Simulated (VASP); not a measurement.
LaB: single point with PBE

The system is LaB.

```
La B
1.0
     0.00000    2.84431    2.84431
     2.84431    0.00000    2.84431
     2.84431    2.84431    0.00000
La B
1 1
Direct
  0.50000 0.50000 0.50000
  0.00000 0.00000 0.00000
```

```
Program             : VASP 6.6.1
Task                : single point
Functional          : PBE
Potentials or basis : VASP PAW PBE potentials, release 64 (La, B)
Cutoff              : 520 eV
k mesh              : 10 × 10 × 10
Occupations         : gaussian, width 0.05 eV
Spin                : no spin polarisation
```

- Pressure: -0.5 GPa
- Band gap on the k mesh: zero (bands 7 and 8 overlap by 1.92 eV)

Levels at points of the mesh, in eV from the Fermi level:
| k point | band 3 | band 4 | band 5 | band 6 | band 7 | band 8 | band 9 | band 10 | band 11 | band 12 |
| --- | --- | --- | --- | --- | --- | --- | --- | --- | --- | --- |
| (0.00, 0.00, 0.00) | -15.08 | -15.08 | -6.35 | 1.15 | 1.15 | 1.15 | 2.17 | 2.17 | 2.17 | 2.57 |
| (0.50, 0.00, 0.00) | -15.16 | -15.16 | -3.86 | -2.41 | -0.77 | -0.77 | 2.63 | 2.88 | 2.88 | 3.22 |
| (0.50, 0.50, 0.00) | -15.39 | -15.39 | -5.74 | -0.12 | 0.62 | 1.17 | 1.17 | 2.98 | 3.06 | 3.13 |

Run time: 29 s on 1 thread of AMD EPYC 7R13 Processor (Zen 3), with other jobs on the host, peak memory 0.17 GiB.

Caveat: spin-orbit coupling is left out, which moves the levels of the heavy elements.
